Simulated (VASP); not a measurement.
# As (R-3m) in VASP: notebook

Runs on As. Level: PBE. Tasks: single point.

Program: VASP 6.6.1. These are calculated values, not measurements. Logs are shortened: lines on timing, memory, paths and dates and some standing lists are left out, and cuts for length are marked.

## (1) The cell of the first run

Symmetry: R-3m, No. 166, trigonal system. Conventional cell: a = 3.807 Å, b = 3.807 Å, c = 10.824 Å, α = 90.00°, β = 90.00°, γ = 120.00°. Within 3.4 Å of As (site symmetry 3m) lie 6 As at 2.55 to 3.19 Å.

## (2) Single point, PBE

INCAR

```
SYSTEM = As
PREC = Accurate ; ENCUT = 520
EDIFF = 1E-7 ; ISMEAR = 0
SIGMA = 0.2 ; LREAL = .False.
LASPH = .True. ; NELM = 60
ALGO = Normal ; ISIF = 2
LWAVE = .False. ; LCHARG = .False.
GGA = PE ; NBANDS = 12
```

KPOINTS

```
regular mesh
0
Gamma
  10 10 10
  0 0 0
```

POSCAR

```
As
1.0
    1.9036109523      1.0990502958      3.6081612956
   -1.9036109523      1.0990502958      3.6081612956
    0.0000000000     -2.1981005915      3.6081612956
As
2
Direct
    0.7737100447      0.7737100447      0.7737100447
    0.2262899553      0.2262899553      0.2262899553
```

Potentials or basis: VASP PAW PBE potentials, release 64 (As).

Command:

```
cat potpaw_PBE.64/As/POTCAR > POTCAR
mpirun -np 1 vasp_std > vasp.out
```

OUTCAR:

```text
SYSTEM = As
   PREC = Accurate
   ENCUT = 520
   EDIFF = 1E-7
   ISMEAR = 0
   LREAL = .False.
   LASPH = .True.
   NELM = 60
   ISIF = 2
   GGA = PE

 ion  position               nearest neighbor table
   1  0.774  0.774  0.774-   2 2.55   2 2.55   2 2.55
   2  0.226  0.226  0.226-   1 2.55   1 2.55   1 2.55

  LATTYP: Found a trigonal (rhomboedric) cell.
 ALAT       =     4.2249821474
 COS(alpha) =     0.5939900948

  Lattice vectors:

 A1 = (   1.9036109523,   1.0990502958,   3.6081612956)
 A2 = (  -1.9036109523,   1.0990502958,   3.6081612956)
 A3 = (   0.0000000000,  -2.1981005915,   3.6081612956)

Analysis of symmetry for initial positions (statically):
=====================================================================
 Subroutine PRICEL returns:
 Original cell was already a primitive cell.

 Routine SETGRP: Setting up the symmetry group for a
 trigonal (rhombohedral) supercell.

 Subroutine GETGRP returns: Found 12 space group operations
 (whereof 12 operations were pure point group operations)
 out of a pool of 12 trial point group operations.

The static configuration has the point symmetry D_3d.

Analysis of symmetry for dynamics (positions and initial velocities):
=====================================================================
 Subroutine PRICEL returns:
 Original cell was already a primitive cell.

 Routine SETGRP: Setting up the symmetry group for a
 trigonal (rhombohedral) supercell.

 Subroutine GETGRP returns: Found 12 space group operations
 (whereof 12 operations were pure point group operations)
 out of a pool of 12 trial point group operations.

The dynamic configuration has the point symmetry D_3d.

 Subroutine INISYM returns: Found 12 space group operations
 (whereof 12 operations are pure point group operations),
 and found     1 'primitive' translations

----------------------------------------------------------------------------------------

                                     Primitive cell

  volume of cell :      45.2932

  direct lattice vectors                    reciprocal lattice vectors
     1.903610952  1.099050296  3.608161296     0.262658712  0.151646078  0.092383158
    -1.903610952  1.099050296  3.608161296    -0.262658712  0.151646078  0.092383158
     0.000000000 -2.198100591  3.608161296     0.000000000 -0.303292156  0.092383158

  length of vectors
     4.224982147  4.224982147  4.224982147     0.317050121  0.317050121  0.317050121

  position of ions in fractional coordinates (direct lattice)
     0.773710045  0.773710045  0.773710045
     0.226289955  0.226289955  0.226289955

  ion indices of the primitive-cell ions
   primitive index   ion index
                 1           1
                 2           2

----------------------------------------------------------------------------------------

 KPOINTS: regular mesh

Automatic generation of k-mesh.
 Grid dimensions read from file:
 generate k-points for:   10   10   10

 Generating k-lattice:

  Cartesian coordinates                     Fractional coordinates (reciprocal lattice)
     0.026265871  0.015164608  0.009238316     0.100000000  0.000000000  0.000000000
    -0.026265871  0.015164608  0.009238316     0.000000000  0.100000000  0.000000000
     0.000000000 -0.030329216  0.009238316    -0.000000000 -0.000000000  0.100000000

  Length of vectors
     0.031705012  0.031705012  0.031705012

  Shift w.r.t. Gamma in fractional coordinates (k-lattice)
     0.000000000  0.000000000  0.000000000

 Subroutine IBZKPT returns following result:
 ===========================================

 Found    116 irreducible k-points:

 Following reciprocal coordinates:
            Coordinates               Weight
  0.000000  0.000000  0.000000      1.000000
  0.100000  0.000000  0.000000      6.000000
  0.200000  0.000000  0.000000      6.000000
  0.300000 -0.000000 -0.000000      6.000000
  0.400000  0.000000  0.000000      6.000000
  0.500000  0.000000  0.000000      3.000000
[... 16 lines left out ...]
  0.300000  0.300000 -0.000000      6.000000
  0.400000  0.300000 -0.000000     12.000000
 [... further k-points ...]
   k-points           NKPTS =    116   k-points in BZ     NKDIM =    116   number of bands    NBANDS=     12
   number of dos      NEDOS =    301   number of ions     NIONS =      2
   total plane-waves  NPLWV =  32768
   dimension x,y,z NGX =    32 NGY =   32 NGZ =   32
   dimension x,y,z NGXF=    64 NGYF=   64 NGZF=   64
   ions per type =               2
   NGX,Y,Z   is equivalent  to a cutoff of  12.59, 12.59, 12.59 a.u.
   NGXF,Y,Z  is equivalent  to a cutoff of  25.18, 25.18, 25.18 a.u.
 SYSTEM =  As
   PREC   = accura    normal or accurate (medium, high low for compatibility)
   ISTART =      0    job   : 0-new  1-cont  2-samecut
   ICHARG =      2    charge: 1-file 2-atom 10-const
   ISPIN  =      1    spin polarized calculation?
   LNONCOLLINEAR =      F non collinear calculations
   LSORBIT =      F    spin-orbit coupling
   LASPH  =      T    aspherical Exc in radial PAW
   ENCUT  =  520.0 eV  38.22 Ry    6.18 a.u.   7.86  7.86  7.86*2*pi/ulx,y,z
   NELM   =     60;   NELMIN=  2; NELMDL= -5     # of ELM steps
   EDIFF  = 0.1E-06   stopping-criterion for ELM
   LREAL  =      F    real-space projection
   EDIFFG = 0.1E-05   stopping-criterion for IOM
   NSW    =      0    number of steps for IOM
   IBRION =     -1    ionic relax: 0-MD 1-quasi-New 2-CG
   NFREE  =      0    steps in history (QN), initial steepest desc. (CG)
   ISIF   =      2    stress and relaxation
   ISYM   =      2    0-nonsym 1-usesym 2-fastsym
   POTIM  = 0.5000    time-step for ionic-motion
   TEBEG  =    0.0;   TEEND  =   0.0 temperature during run
   PSTRESS=    0.0 pullay stress
   NELECT =      10.0000    total number of electrons
   NUPDOWN=      -1.0000    fix difference up-down
   EMIN   =  10.00;   EMAX   =-10.00  energy-range for DOS
   EFERMI =   0.00;   METHOD = LEGACY
   ISMEAR =     0;   SIGMA  =   0.20  broadening in eV -4-tet -1-fermi 0-gaus
   EFERMI_NEDOS =   21; number of points for ismear=-14 and -15
   IALGO  =     38    algorithm
   IMIX   =      4    mixing-type and parameters
     AMIX     =   0.40;   BMIX     =  1.00
     AMIX_MAG =   1.60;   BMIX_MAG =  1.00
  volume/ion in A,a.u.               =      22.65       152.83
  Fermi-wavevector in a.u.,A,eV,Ry     =   0.989458  1.869804 13.320461  0.979026
  Thomas-Fermi vector in A             =   2.121058
   LORBIT       =      0    0 simple, 1 ext, 2 COOP (PROOUT), +10 PAW based schemes
   GGA     = PE    functional components
   LHFCALC =     F    Hartree Fock is set to
   AEXX    =    0.0000 exact exchange contribution
   IVDW    =     0    specifies the selected vdW correction
   LEPSILON=     F    determine dielectric tensor
   LRPA    =     F    only Hartree local field effects (RPA)
 non-spin polarized calculation
 Gauss-broadening in eV      SIGMA  =   0.20
  energy-cutoff  :      520.00
  volume of cell :       45.29
 maximum number of plane-waves:      1235
   NGX = 15   NGY = 15   NGZ = 15

 number of electron      10.0000000 magnetization

 number of electron       9.9999999 magnetization

 Free energy of the ion-electron system (eV)
  ---------------------------------------------------
  ext. energy  EPLUGINS =         0.00000000
  ---------------------------------------------------
  free energy    TOTEN  =        -9.34841581 eV

  energy without entropy =       -9.34446046  energy(sigma->0) =       -9.34643814

 E-fermi :   4.9921     XC(G=0):  -9.7432

 val. band max:        4.9546773300   @ k =   0.4000   0.1000   0.1000
 cond. band min:       5.0193596941   @ k =   0.4000   0.3000   0.3000
 fundamental gap:      0.0646823641
 Fermi energy:         4.9920814021

 k-point     1 :       0.0000    0.0000    0.0000
  band No.  band energies     occupation
      1      -9.7107      2.00000
      2      -1.1666      2.00000
      3       2.4845      2.00000
      4       3.0508      2.00000
      5       3.0508      2.00000
      6       6.5363      0.00000
      7       7.7363      0.00000
      8       7.7363      0.00000
      9      11.8814      0.00000
     10      11.8814      0.00000
     11      12.2476      0.00000
     12      13.6581      0.00000

 k-point     2 :       0.1000    0.0000    0.0000
  band No.  band energies     occupation
      1      -9.5826      2.00000
      2      -1.5521      2.00000
      3       2.5313      2.00000
      4       2.9306      2.00000
      5       2.9491      2.00000
      6       6.7755      0.00000
      7       7.4728      0.00000
      8       7.6505      0.00000
      9      11.0702      0.00000
     10      11.6681      0.00000
     11      11.7694      0.00000
     12      14.3521      0.00000

 k-point     3 :       0.2000    0.0000    0.0000
  band No.  band energies     occupation
      1      -9.2019      2.00000
      2      -2.5440      2.00000
      3       2.3100      2.00000
      4       2.7122      2.00000
      5       3.1845      2.00000
      6       6.4236      0.00000
      7       7.1825      0.00000
      8       7.3238      0.00000
      9      10.7733      0.00000
     10      11.3775      0.00000
     11      12.1955      0.00000
     12      15.9371      0.00000

 k-point     4 :       0.3000   -0.0000   -0.0000
  band No.  band energies     occupation
      1      -8.5821      2.00000
      2      -3.8244      2.00000
      3       2.1482      2.00000
      4       2.4629      2.00000
      5       3.6278      2.00000
      6       5.6716      0.00000
      7       6.4561      0.00000
      8       6.8686      0.00000
      9      11.3911      0.00000
     10      12.2306      0.00000
     11      13.3912      0.00000
     12      17.0111      0.00000

 k-point     5 :       0.4000    0.0000    0.0000
  band No.  band energies     occupation
      1      -7.7691      2.00000
      2      -5.1137      2.00000
      3       2.1390      2.00000
      4       2.2871      2.00000
      5       4.0882      2.00000
      6       5.0334      0.77002
      7       5.6849      0.00000
      8       6.5141      0.00000
      9      12.3176      0.00000
     10      14.0404      0.00000
     11      15.1278      0.00000
     12      15.6476      0.00000
[... 228 lines left out ...]
      1      -7.5655      2.00000
      2      -4.9806      2.00000
      3       0.3313      2.00000
      4       2.5038      2.00000
      5       3.0047      2.00000
      6       5.8670      0.00000
      7       6.1390      0.00000
      8       8.9098      0.00000
      9      11.3390      0.00000
     10      13.3518      0.00000
     11      15.2099      0.00000
     12      17.1023      0.00000

 k-point    22 :      -0.2000    0.2000    0.0000
  band No.  band energies     occupation
      1      -8.3235      2.00000
      2      -3.9768      2.00000
      3       0.8905      2.00000
      4       2.9218      2.00000
      5       3.1686      2.00000
      6       5.6525      0.00000
      7       6.1213      0.00000
      8       8.5811      0.00000
      9      10.4109      0.00000
     10      12.8317      0.00000
     11      14.9310      0.00000
     12      15.7210      0.00000

 k-point    23 :       0.3000    0.3000   -0.0000
  band No.  band energies     occupation
      1      -8.4037      2.00000
      2      -3.4682      2.00000
      3       0.4412      2.00000
      4       1.6028      2.00000
      5       2.2788      2.00000
      6       6.9009      0.00000
      7       8.2006      0.00000
      8       9.2548      0.00000
      9      10.8833      0.00000
     10      14.0375      0.00000
     11      14.0523      0.00000
     12      15.7206      0.00000

 k-point    24 :       0.4000    0.3000   -0.0000
  band No.  band energies     occupation
      1      -7.9067      2.00000
      2      -4.0644      2.00000
      3       0.0079      2.00000
      4       1.2126      2.00000
      5       1.9083      2.00000
      6       7.2244      0.00000
      7       9.0353      0.00000
      8       9.2317      0.00000
      9      10.5366      0.00000
     10      15.1982      0.00000
     11      15.3757      0.00000
     12      16.1517      0.00000

 [... further k-points ...]
[... 5 lines left out ...]
  --------------------------------------------------------------------------------------
  -------------------------------------------------------------------------------------
  Total        0.0827494      0.0827494      0.0449690      0.0000000      0.0000000      0.0000000
  in kB        2.9271346      2.9271346      1.5907078      0.0000000      0.0000000      0.0000000
  external PRESSURE =       2.4816590 kB  Pullay stress =       0.0000000 kB

 VOLUME and BASIS-vectors are now :
 -----------------------------------------------------------------------------
  energy-cutoff  :      520.00
  volume of cell :       45.29
      direct lattice vectors                 reciprocal lattice vectors
     1.903610952  1.099050296  3.608161296     0.262658712  0.151646078  0.092383158
    -1.903610952  1.099050296  3.608161296    -0.262658712  0.151646078  0.092383158
     0.000000000 -2.198100591  3.608161296     0.000000000 -0.303292156  0.092383158

 POSITION                                       TOTAL-FORCE (eV/Angst)
 -----------------------------------------------------------------------------------
      0.00000      0.00000      8.37501         0.000000     -0.000000     -0.048667
      0.00000      0.00000      2.44947         0.000000      0.000000      0.048667
 -----------------------------------------------------------------------------------
    total drift:                                0.000000     -0.000000      0.000000

  FREE ENERGIE OF THE ION-ELECTRON SYSTEM (eV)
  ---------------------------------------------------
  free  energy   TOTEN  =        -9.3484158104 eV

  energy  without entropy=       -9.3444604635  energy(sigma->0) =       -9.34643814
```

It took 21 s on 1 thread of Intel Xeon Platinum 8488C (Sapphire Rapids), shared host; peak memory 0.2 GiB.

Results:

| Property | Result |
| --- | --- |
| Free energy | -9.3484 eV |
| Pressure | 0.2 GPa |
| Largest force | 0.049 eV/Å |
| Band gap on the k mesh | zero (band 5 reaches 5.04 eV, above the bottom of band 6 at 4.64 eV) |

Forces in eV/Å, atoms in the order of the input:
```
As   0.000  0.000 -0.049
As   0.000  0.000  0.049
```

Stress tensor (GPa, compression positive):
```
0.29 0.00 0.00
0.00 0.29 0.00
0.00 0.00 0.16
```

## (3) Single point, PBE

INCAR

```
ALGO = Normal
EDIFF = 1E-7
ENCUT = 520
GGA = PE
ISIF = 2
ISMEAR = 0
LASPH = True
LCHARG = True
LELF = True
LREAL = False
LVHAR = True
LWAVE = False
NBANDS = 12
NELM = 100
PREC = Accurate
SIGMA = 0.3
```

KPOINTS

```
k-points
0
Gamma
  10 10 10
```

POSCAR is that of step 2.

Potentials or basis: VASP PAW PBE potentials, release 64 (As).

Command:

```
cat potpaw_PBE.64/As/POTCAR > POTCAR
mpirun -np 1 vasp_std > vasp.out
```

Run time: 22 s. Hardware: 1 thread of Intel Xeon Platinum 8488C (Sapphire Rapids), shared host; peak memory 0.2 GiB.

Results (log left out):

| Quantity | Value |
| --- | --- |
| Free energy | -9.3509 eV |
| Pressure | 0.2 GPa |
| Largest force | 0.049 eV/Å |
| Band gap on the k mesh | zero (band 5 reaches 5.04 eV, above the bottom of band 6 at 4.64 eV) |

Forces in eV/Å, atoms in the order of the input:
```
As   0.000  0.000 -0.049
As   0.000  0.000  0.049
```

Levels at points of the mesh, in eV from the Fermi level:
| k point | band 3 | band 4 | band 5 | band 6 | band 7 | band 8 |
| --- | --- | --- | --- | --- | --- | --- |
| (0.00, 0.00, 0.00) | -2.52 | -1.95 | -1.95 | 1.53 | 2.73 | 2.73 |
| (0.50, 0.00, 0.00) | -2.84 | -2.78 | -0.53 | -0.37 | 0.32 | 1.38 |
| (0.50, 0.50, 0.00) | -5.77 | -4.06 | -3.93 | 1.53 | 5.05 | 6.56 |
| (0.50, 0.50, 0.50) | -1.70 | -1.70 | -0.71 | 0.81 | 0.81 | 1.64 |

## (4) Single point, PBE

INCAR

```
SYSTEM = As
PREC = Accurate ; ENCUT = 520
EDIFF = 1E-7 ; ISMEAR = 0
SIGMA = 0.6 ; LREAL = .False.
LASPH = .True. ; NELM = 60
ALGO = Normal ; ISIF = 2
LWAVE = .False. ; LCHARG = .False.
GGA = PE ; NBANDS = 12
```

KPOINTS

```
Automatic mesh
0
Gamma
  10 10 10
  0 0 0
```

POSCAR is that of step 3.

Command:

```
cat potpaw_PBE.64/As/POTCAR > POTCAR
mpirun -np 1 vasp_std > vasp.out
```

Run time: 22 s. Hardware: 1 thread of Intel Xeon Platinum 8488C (Sapphire Rapids), shared host; peak memory 0.2 GiB.

Results (log left out):

| Property | Result |
| --- | --- |
| Free energy | -9.3708 eV |
| Pressure | 0.2 GPa |
| Largest force | 0.074 eV/Å |
| Band gap on the k mesh | zero (band 5 reaches 5.03 eV, above the bottom of band 6 at 4.63 eV) |

Forces in eV/Å, atoms in the order of the input:
```
As   0.000  0.000 -0.074
As   0.000  0.000  0.074
```

Stress tensor (GPa, compression positive):
```
0.14 0.00 0.00
0.00 0.14 0.00
0.00 0.00 0.44
```

Levels at points of the mesh, in eV from the Fermi level:
| k point | band 2 | band 3 | band 4 | band 5 | band 6 | band 7 | band 8 | band 9 |
| --- | --- | --- | --- | --- | --- | --- | --- | --- |
| (0.00, 0.00, 0.00) | -6.15 | -2.50 | -1.93 | -1.93 | 1.56 | 2.76 | 2.76 | 6.90 |
| (0.50, 0.00, 0.00) | -10.90 | -2.82 | -2.75 | -0.50 | -0.34 | 0.34 | 1.40 | 8.75 |
| (0.50, 0.50, 0.00) | -9.68 | -5.74 | -4.04 | -3.91 | 1.56 | 5.07 | 6.58 | 6.72 |
| (0.50, 0.50, 0.50) | -9.82 | -1.68 | -1.68 | -0.68 | 0.83 | 0.83 | 1.67 | 7.85 |

## (5) Overview

```tsv
smearing	gap on the mesh (eV)	pressure (GPa)	largest force (eV/Å)
gaussian 0.2 eV	none	0.2	0.05
gaussian 0.3 eV	none	0.2	0.05
gaussian 0.6 eV	none	0.2	0.07
```

Alike in all rows: task single point; level PBE; potentials or basis VASP PAW PBE potentials, release 64 (As); no spin polarisation; cell as given; k mesh 10 × 10 × 10; cutoff (eV) 520.

Every run on the cell as given and a fine mesh finds a metal.

Total energies depend on the potentials used, so only differences within one code and one set of settings carry meaning.
